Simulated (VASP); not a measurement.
Input of a VASP 6.6.1 run:

Contents of INCAR:

```
SYSTEM = Ti5Cl
PREC = Accurate
ENCUT = 520
EDIFF = 1E-6
ISMEAR = 0
SIGMA = 0.1
LREAL = .FALSE.
LASPH = .TRUE.
NELM = 100
ALGO = Normal
ISIF = 2
LWAVE = .FALSE.
LCHARG = .FALSE.
LDIPOL = .TRUE.
IDIPOL = 3
DIPOL = 0.5 0.5 0.395
GGA = PE
NBANDS = 42
```

File KPOINTS:

```
regular mesh
0
G
  9 9 1
  0 0 0
```

POSCAR

```
Ti5Cl
1.0
    2.9381632086      0.0000000000      0.0000000000
   -1.4690816043      2.5445239791      0.0000000000
    0.0000000000      0.0000000000     24.7117068140
Ti Cl
5 1
Direct
    0.6666666667      0.3333333333      0.1618666015
    0.3333333333      0.6666666666      0.2559609806
    0.6666666667      0.3333333333      0.3506708119
    0.3333333333      0.6666666666      0.4475655916
    0.6666666667      0.3333333333      0.5346335206
    1.0000000000      0.5000000000      0.6174457447
```

Potentials or basis: VASP PAW PBE potentials, release 64 (Ti_sv, Cl).

The run is started by

```console
$ cat potpaw_PBE.64/Ti_sv/POTCAR potpaw_PBE.64/Cl/POTCAR > POTCAR
$ mpirun -np 1 vasp_std > vasp.out
```

Predict the largest force.

1.090 eV/Å.

Forces on the atoms (eV/Å):
```
Ti   0.001  0.001  0.545
Ti   0.001  0.000 -0.528
Ti   0.002  0.001  0.068
Ti   0.049  0.028 -0.695
Ti  -0.788 -0.455  0.599
Cl   0.735  0.425  0.010
```

Caveat: an odd number of electrons without spin polarisation forces a metal; a magnetic or distorted state may lie lower.
